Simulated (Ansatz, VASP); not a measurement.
One calculation of V, two programs

```xyz
4
Lattice="2.7726 0.0000 0.0000 -1.3863 2.4011 0.0000 0.0000 0.0000 8.3862" Properties=species:S:1:pos:R:3 pbc="T T T"
V     0.0000    1.6007    3.1940
V     1.3863    0.8004    7.3871
V     1.3863    0.8004    5.1922
V     0.0000    1.6007    0.9991
```

Alike in both runs: functional PBE; k mesh 18 × 18 × 6; occupations gaussian, width 0.1 eV; no spin polarisation.

Ansatz relaxed the structure, and its values are those at the end. VASP's run is a single point on that final structure, the one shown.

```csv
,VASP,Ansatz
version,VASP 6.6.1,Ansatz 0.2.0
potentials or method,"VASP PAW PBE potentials, release 64 (V_sv), cutoff 520 eV","scalar-relativistic, plane waves, PAW"
valence electrons in the cell,52,52
```

VASP gave:

| Quantity | Value |
| --- | --- |
| gap on the k mesh at the Fermi level (eV) | none |
| pressure (GPa) | 0.5 |
| rms of the force components (eV/Å) | 0.050 |

What did Ansatz give for the same quantities?

gap on the k mesh at the Fermi level (eV): none; pressure (GPa): 0.0; rms of the force components (eV/Å): 0.000.

A gap of «none» marks a metal or a gap that the smearing closes.
